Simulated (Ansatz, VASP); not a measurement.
## Si2Ni in VASP and in Ansatz

The input INCAR:

```
PREC = Accurate ; ENCUT = 600
EDIFF = 1E-6 ; ISMEAR = 0
SIGMA = 0.1 ; LREAL = False
LASPH = True ; NELM = 60
ALGO = Normal ; ISIF = 3
LWAVE = False ; LCHARG = False
GGA = PE ; IVDW = 12
IBRION = 2 ; NSW = 70
EDIFFG = -0.005
```

The input KPOINTS:

```
regular mesh
0
Gamma
  14 14 14
```

File POSCAR:

```
Si2Ni
1.0
    0.0000000000      2.7234321187      2.7234321187
    2.7234321187      0.0000000000      2.7234321187
    2.7234321187      2.7234321187      0.0000000000
Si Ni
2 1
Direct
    0.2500000000      0.2500000000      0.2500000000
    0.7500000000      0.7500000000      0.7500000000
    0.0000000000      0.0000000000      0.0000000000
```

Input for Ansatz:

```yaml
crystal:
  lattice:
    - [0.0, 2.7234321187, 2.7234321187]
    - [2.7234321187, 0.0, 2.7234321187]
    - [2.7234321187, 2.7234321187, 0.0]
  atoms:
    - { symbol: Si, position: [0.25, 0.25, 0.25] }
    - { symbol: Si, position: [0.75, 0.75, 0.75] }
    - { symbol: Ni, position: [0.0, 0.0, 0.0] }
basis:
  ecutwfc: 420
kpoints:
  mp_grid: { grid: [14, 14, 14] }
hamiltonian:
  xc: pbe
  dispersion: d3bj
scf:
  occupations: { method: gaussian, width: 0.1 }
output:
  forces: true
  stress: true
  eigenvalues: true
  write_density: true
  write_potential: true
  elf: true
  volumetric_format: npy
relax:
  adjacent_minimum: "off"
  f_tol: 0.005
  max_steps: 50
  cell: { stress_tol: 0.05 }
```

Alike in both runs: task relaxation of cell and atoms; functional PBE; dispersion D3(BJ); k mesh 14 × 14 × 14; occupations gaussian, width 0.1 eV; no spin polarisation.

|  | VASP | Ansatz |
| --- | --- | --- |
| version | VASP 6.6.1 | Ansatz 0.2.0 |
| potentials or method | VASP PAW PBE potentials, release 64 (Si, Ni), cutoff 600 eV | scalar-relativistic, plane waves, PAW |
| valence electrons in the cell | 18 | 26 |

```tsv
	VASP	Ansatz	Ansatz less VASP
gap on the k mesh at the Fermi level, each at its own relaxed structure (eV)	none	none	-
relaxed volume (Å³/atom)	12.98	12.99	+0.013
relaxed length of the cell vector where the two differ most in proportion (Å)	3.804	3.805	+0.0013
```

A gap of «none» marks a metal or a gap that the smearing closes. VASP's potentials hold 18 valence electrons a cell and Ansatz's 26, so a difference there can come from the potentials and not from the codes.
